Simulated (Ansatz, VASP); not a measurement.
MgO in VASP and in Ansatz

File INCAR:

```
PREC = Accurate
ENCUT = 840
EDIFF = 1E-6
ISMEAR = -1
SIGMA = 0.05
LREAL = F
LASPH = T
NELM = 120
ALGO = Normal
ISIF = 2
LWAVE = F
LCHARG = F
GGA = PE
NBANDS = 15
GGA_COMPAT = F
```

File KPOINTS:

```
regular mesh
0
Gamma
  5 5 5
```

File POSCAR:

```
MgO
1.0
    0.0000000000      2.1285000000      2.1285000000
    2.1285000000      0.0000000000      2.1285000000
    2.1285000000      2.1285000000      0.0000000000
Mg O
1 1
Direct
    0.0000000000      0.0000000000      0.0000000000
    0.5000000000      0.5000000000      0.5000000000
```

Input for Ansatz:

```yaml
crystal:
  lattice:
    - [0.0, 2.1285, 2.1285]
    - [2.1285, 0.0, 2.1285]
    - [2.1285, 2.1285, 0.0]
  atoms:
    - { symbol: Mg, position: [0.0, 0.0, 0.0] }
    - { symbol: O, position: [0.5, 0.5, 0.5] }
hamiltonian:
  xc: pbe
  pseudopotentials: { kind: paw }
basis:
  ecutwfc: 420
kpoints:
  mp_grid: { grid: [5, 5, 5] }
scf:
  occupations: { method: fermi_dirac, width: 0.05 }
  lower_state_search: "off"
  max_iter: 80
output:
  forces: true
  stress: true
```

Alike in both runs: task single point; functional PBE; k mesh 5 × 5 × 5; occupations fermi-dirac, width 0.05 eV; no spin polarisation.

|  | VASP | Ansatz |
| --- | --- | --- |
| version | VASP 6.6.1 | Ansatz 0.2.0 |
| potentials or method | VASP PAW PBE potentials, release 64 (Mg_sv, O), cutoff 840 eV | PAW, plane waves, scalar-relativistic |
| valence electrons in the cell | 16 | 16 |

```csv
,VASP,Ansatz,Ansatz less VASP
pressure (GPa),-0.3,-0.3,-0.02
```

The k mesh is coarse, so the values compare programs but aren't converged.
